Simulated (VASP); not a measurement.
Set up this calculation in VASP 6.6.1, as the native input.

```
Task                   : single point
Functional             : PBE
Potentials or basis    : VASP PAW PBE potentials, release 64 (Bi_d, O)
Cutoff                 : 600 eV
k mesh                 : 3 × 3 × 4
Occupations            : gaussian, width 0.1 eV
Spin                   : no spin polarisation
Dipole correction      : no
Further INCAR settings : ALGO = Normal; EDIFF = 1e-06; NBANDS = 64
```

The structure of Bi2O lies in POSCAR:

```
Bi2O
1.0
    6.4886680566      0.0000000000      0.0000000000
   -3.2443340282      5.6193513737      0.0000000000
    0.0000000000      0.0000000000      7.1379109790
Bi O
6 3
Direct
    0.4169000000      0.2659000000      0.1196000000
    0.7341000000      0.1510000000      0.7862666667
    0.8490000000      0.5831000000      0.4529333333
    0.2659000000      0.4169000000      0.8804000000
    0.1510000000      0.7341000000      0.2137333333
    0.5831000000      0.8490000000      0.5470666667
    0.4687000000      0.0000000000      0.6666666667
    0.0000000000      0.4687000000      0.3333333333
    0.5313000000      0.5313000000      0.0000000000
```

These files were run (other wordings do the same):

INCAR

```
PREC = Accurate
ENCUT = 600
EDIFF = 1E-6
ISMEAR = 0
SIGMA = 0.1
LREAL = False
LASPH = True
NELM = 120
ALGO = Normal
ISIF = 2
LWAVE = False
LCHARG = False
GGA = PE
NBANDS = 64
GGA_COMPAT = False
```

KPOINTS

```
regular mesh
0
Gamma
  3 3 4
```

Potentials or basis: VASP PAW PBE potentials, release 64 (Bi_d, O).

Launch:

```bash
$ cat potpaw_PBE.64/Bi_d/POTCAR potpaw_PBE.64/O/POTCAR > POTCAR
$ mpirun -np 1 vasp_std > vasp.out
```

It gave:

```json
{
 "Pressure": "48.7 GPa",
 "Largest force": "22.400 eV/Å",
 "Band gap on the k mesh": "zero (bands 54 and 55 overlap by 0.26 eV)"
}
```

Caveat: the k points lie up to 0.37 Å⁻¹ apart; spin-orbit coupling is left out, which moves the levels of the heavy elements; forces of over 1 eV/Å act on the atoms, so gaps and moduli don't describe the material at rest.

It took 9.3 min on 1 thread of Oxide Virtual Turin-like Processor, on a shared host, peak memory 0.46 GiB.
